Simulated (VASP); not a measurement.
# AgPPd5 (P4/mmm) in VASP: further runs, part 2 of 2

VASP 6.6.1. The steps go on from the part before.

**4. Single point, LDA**

INCAR reads:

```
PREC = Accurate ; ENCUT = 500
EDIFF = 1E-6 ; ISMEAR = 0
SIGMA = 0.1 ; LREAL = False
LASPH = True ; NELM = 120
ALGO = Normal ; ISIF = 2
LWAVE = False ; LCHARG = False
NBANDS = 42 ; GGA_COMPAT = False
```

KPOINTS reads:

```
Automatic mesh
0
Gamma
  5 5 3
```

POSCAR reads:

```
AgPPd5
1.0
    3.9687750000      0.0000000000      0.0000000000
    0.0000000000      3.9687750000      0.0000000000
    0.0000000000      0.0000000000      7.0052250000
Ag P Pd
1 1 5
Direct
    0.5000000000      0.5000000000      0.0000000000
    0.0000000000      0.0000000000      0.5000000000
    0.0000000000      0.0000000000      0.0000000000
    0.5000000000      0.0000000000      0.6995300000
    0.0000000000      0.5000000000      0.3004700000
    0.0000000000      0.5000000000      0.6995300000
    0.5000000000      0.0000000000      0.3004700000
```

Potentials or basis: VASP PAW LDA potentials, release 64 (Ag, P, Pd).

Started as:

```bash
$ cat potpaw_LDA.64/Ag/POTCAR potpaw_LDA.64/P/POTCAR potpaw_LDA.64/Pd/POTCAR > POTCAR
$ mpirun -np 1 vasp_std > vasp.out
```

OUTCAR:

```text
PREC = Accurate
   ENCUT = 500
   EDIFF = 1E-6
   ISMEAR = 0
   LREAL = False
   LASPH = True
   NELM = 120
   ISIF = 2

 ion  position               nearest neighbor table
   1  0.500  0.500  0.000-   3 2.81   3 2.81   3 2.81   3 2.81   7 2.89   4 2.89   4 2.89   7 2.89
                             5 2.89   5 2.89   6 2.89   6 2.89
   2  0.000  0.000  0.500-   4 2.43   5 2.43   6 2.43   7 2.43   5 2.43   6 2.43   4 2.43   7 2.43

   3  0.000  0.000  0.000-   1 2.81   1 2.81   1 2.81   1 2.81   7 2.89   4 2.89   5 2.89   6 2.89
                             5 2.89   4 2.89   7 2.89   6 2.89
   4  0.500  0.000  0.700-   2 2.43   2 2.43   7 2.80   6 2.81   6 2.81   6 2.81   6 2.81   3 2.89
                             3 2.89   1 2.89   1 2.89
   5  0.000  0.500  0.300-   2 2.43   2 2.43   6 2.80   7 2.81   7 2.81   7 2.81   7 2.81   3 2.89
                             1 2.89   1 2.89   3 2.89
   6  0.000  0.500  0.700-   2 2.43   2 2.43   5 2.80   4 2.81   4 2.81   4 2.81   4 2.81   3 2.89
                             1 2.89   1 2.89   3 2.89
   7  0.500  0.000  0.300-   2 2.43   2 2.43   4 2.80   5 2.81   5 2.81   5 2.81   5 2.81   3 2.89
                             3 2.89   1 2.89   1 2.89

  LATTYP: Found a simple tetragonal cell.
 ALAT       =     3.9687750000
 C/A-ratio  =     1.7650849443

  Lattice vectors:

 A1 = (   3.9687750000,   0.0000000000,   0.0000000000)
 A2 = (   0.0000000000,   3.9687750000,   0.0000000000)
 A3 = (   0.0000000000,   0.0000000000,   7.0052250000)

Analysis of symmetry for initial positions (statically):
=====================================================================
 Subroutine PRICEL returns:
 Original cell was already a primitive cell.

 Routine SETGRP: Setting up the symmetry group for a
 simple tetragonal supercell.

 Subroutine GETGRP returns: Found 16 space group operations
 (whereof 16 operations were pure point group operations)
 out of a pool of 16 trial point group operations.

The static configuration has the point symmetry D_4h.

Analysis of symmetry for dynamics (positions and initial velocities):
=====================================================================
 Subroutine PRICEL returns:
 Original cell was already a primitive cell.

 Routine SETGRP: Setting up the symmetry group for a
 simple tetragonal supercell.

 Subroutine GETGRP returns: Found 16 space group operations
 (whereof 16 operations were pure point group operations)
 out of a pool of 16 trial point group operations.

The dynamic configuration has the point symmetry D_4h.

 Subroutine INISYM returns: Found 16 space group operations
 (whereof 16 operations are pure point group operations),
 and found     1 'primitive' translations

----------------------------------------------------------------------------------------

                                     Primitive cell

  volume of cell :     110.3405

  direct lattice vectors                    reciprocal lattice vectors
     3.968775000  0.000000000  0.000000000     0.251966917  0.000000000  0.000000000
     0.000000000  3.968775000  0.000000000     0.000000000  0.251966917  0.000000000
     0.000000000  0.000000000  7.005225000     0.000000000  0.000000000  0.142750590

  length of vectors
[... 48 lines left out ...]
            Coordinates               Weight
  0.000000  0.000000  0.000000      1.000000
  0.200000  0.000000  0.000000      4.000000
  0.400000  0.000000  0.000000      4.000000
  0.200000  0.200000  0.000000      4.000000
  0.400000  0.200000  0.000000      8.000000
  0.400000  0.400000  0.000000      4.000000
  0.000000  0.000000  0.333333      2.000000
  0.200000  0.000000  0.333333      8.000000
  0.400000  0.000000  0.333333      8.000000
  0.200000  0.200000  0.333333      8.000000
  0.400000  0.200000  0.333333     16.000000
  0.400000  0.400000  0.333333      8.000000
   k-points           NKPTS =     12   k-points in BZ     NKDIM =     12   number of bands    NBANDS=     42
   number of dos      NEDOS =    301   number of ions     NIONS =      7
   total plane-waves  NPLWV =  48600
   dimension x,y,z NGX =    30 NGY =   30 NGZ =   54
   dimension x,y,z NGXF=    60 NGYF=   60 NGZF=  108
   ions per type =               1   1   5
   NGX,Y,Z   is equivalent  to a cutoff of  12.57, 12.57, 12.82 a.u.
   NGXF,Y,Z  is equivalent  to a cutoff of  25.13, 25.13, 25.63 a.u.
 SYSTEM =  unknown system
   PREC   = accura    normal or accurate (medium, high low for compatibility)
   ISTART =      0    job   : 0-new  1-cont  2-samecut
   ICHARG =      2    charge: 1-file 2-atom 10-const
   ISPIN  =      1    spin polarized calculation?
   LNONCOLLINEAR =      F non collinear calculations
   LSORBIT =      F    spin-orbit coupling
   LASPH  =      T    aspherical Exc in radial PAW
   ENCUT  =  500.0 eV  36.75 Ry    6.06 a.u.   7.24  7.24 12.77*2*pi/ulx,y,z
   NELM   =    120;   NELMIN=  2; NELMDL= -5     # of ELM steps
   EDIFF  = 0.1E-05   stopping-criterion for ELM
   LREAL  =      F    real-space projection
[... 7 lines left out ...]
   TEBEG  =    0.0;   TEEND  =   0.0 temperature during run
   PSTRESS=    0.0 pullay stress
   NELECT =      66.0000    total number of electrons
   NUPDOWN=      -1.0000    fix difference up-down
   EMIN   =  10.00;   EMAX   =-10.00  energy-range for DOS
   EFERMI =   0.00;   METHOD = LEGACY
   ISMEAR =     0;   SIGMA  =   0.10  broadening in eV -4-tet -1-fermi 0-gaus
   EFERMI_NEDOS =   21; number of points for ismear=-14 and -15
   IALGO  =     38    algorithm
   IMIX   =      4    mixing-type and parameters
     AMIX     =   0.40;   BMIX     =  1.00
     AMIX_MAG =   1.60;   BMIX_MAG =  1.00
  volume/ion in A,a.u.               =      15.76       106.37
  Fermi-wavevector in a.u.,A,eV,Ry     =   1.379361  2.606613 25.886927  1.902635
  Thomas-Fermi vector in A             =   2.504337
   LORBIT       =      0    0 simple, 1 ext, 2 COOP (PROOUT), +10 PAW based schemes
   GGA     = CA    functional components
   LHFCALC =     F    Hartree Fock is set to
   AEXX    =    0.0000 exact exchange contribution
   IVDW    =     0    specifies the selected vdW correction
   LEPSILON=     F    determine dielectric tensor
   LRPA    =     F    only Hartree local field effects (RPA)
 non-spin polarized calculation
 Gauss-broadening in eV      SIGMA  =   0.10
  energy-cutoff  :      500.00
  volume of cell :      110.34
 maximum number of plane-waves:      2824
 NGX is ok and might be reduce to    30
   NGX = 15   NGY = 15   NGZ = 25

 number of electron      65.9999984 magnetization

 Free energy of the ion-electron system (eV)
  ---------------------------------------------------
  ext. energy  EPLUGINS =         0.00000000
  ---------------------------------------------------
  free energy    TOTEN  =       -44.23500319 eV

  energy without entropy =      -44.22185177  energy(sigma->0) =      -44.22842748

 E-fermi :   8.7010     XC(G=0): -12.7348

 val. band max:        8.6723357450   @ k =   0.2000   0.2000   0.0000
 cond. band min:       8.7637539045   @ k =   0.4000   0.0000   0.3333
 fundamental gap:      0.0914181595
 Fermi energy:         8.7009685218

 k-point     1 :       0.0000    0.0000    0.0000
  band No.  band energies     occupation
      1      -3.5673      2.00000
      2       1.6247      2.00000
      3       2.8047      2.00000
      4       3.0142      2.00000
      5       3.0142      2.00000
      6       3.5173      2.00000
[... 529 lines left out ...]
     41      15.1683      0.00000
     42      15.2249      0.00000

------------------------ aborting loop because EDIFF is reached ----------------------------------------

  FORCE on cell =-STRESS in cart. coord.  units (eV):
  Direction    XX          YY          ZZ          XY          YZ          ZX
  --------------------------------------------------------------------------------------
  -------------------------------------------------------------------------------------
  Total       -8.8837664     -8.8837664     -9.0849710      0.0000000      0.0000000      0.0000000
  in kB     -128.9949377   -128.9949377   -131.9164888      0.0000000      0.0000000      0.0000000
  external PRESSURE =    -129.9687880 kB  Pullay stress =       0.0000000 kB

 VOLUME and BASIS-vectors are now :
 -----------------------------------------------------------------------------
  energy-cutoff  :      500.00
  volume of cell :      110.34
      direct lattice vectors                 reciprocal lattice vectors
     3.968775000  0.000000000  0.000000000     0.251966917  0.000000000  0.000000000
     0.000000000  3.968775000  0.000000000     0.000000000  0.251966917  0.000000000
     0.000000000  0.000000000  7.005225000     0.000000000  0.000000000  0.142750590

 POSITION                                       TOTAL-FORCE (eV/Angst)
 -----------------------------------------------------------------------------------
      1.98439      1.98439      0.00000         0.000000     -0.000000      0.000000
      0.00000      0.00000      3.50261         0.000000     -0.000000      0.000000
      0.00000      0.00000      0.00000         0.000000     -0.000000      0.000000
      1.98439      0.00000      4.90037         0.000000     -0.000000      0.077857
      0.00000      1.98439      2.10486        -0.000000     -0.000000     -0.077857
      0.00000      1.98439      4.90037         0.000000      0.000000      0.077857
      1.98439      0.00000      2.10486         0.000000      0.000000     -0.077857
 -----------------------------------------------------------------------------------
    total drift:                                0.000000      0.000000     -0.000000

  FREE ENERGIE OF THE ION-ELECTRON SYSTEM (eV)
  ---------------------------------------------------
  free  energy   TOTEN  =       -44.2350031939 eV

  energy  without entropy=      -44.2218517656  energy(sigma->0) =      -44.22842748
```

Wall time 54 s (1 thread of Intel Xeon Platinum 8259CL at 2.50GHz (Skylake/Cascade Lake), shared host); peak memory 0.2 GiB.

What came out:

```
Free energy            : -44.2350 eV
Pressure               : -13.0 GPa
Largest force          : 0.078 eV/Å
Band gap on the k mesh : zero (bands 33 and 34 overlap by 0.73 eV)
```

Forces on the atoms (eV/Å):
```
Ag   0.000  0.000  0.000
P    0.000  0.000  0.000
Pd   0.000  0.000  0.000
Pd   0.000  0.000  0.078
Pd   0.000  0.000 -0.078
Pd   0.000  0.000  0.078
Pd   0.000  0.000 -0.078
```

Levels at points of the mesh, in eV from the Fermi level:
```
           k point  band 31  band 32  band 33  band 34  band 35  band 36
(0.00, 0.00, 0.00)    -0.44    -0.22    -0.18     0.34     0.34     2.91
```

Caveat: the cell stands under tension.
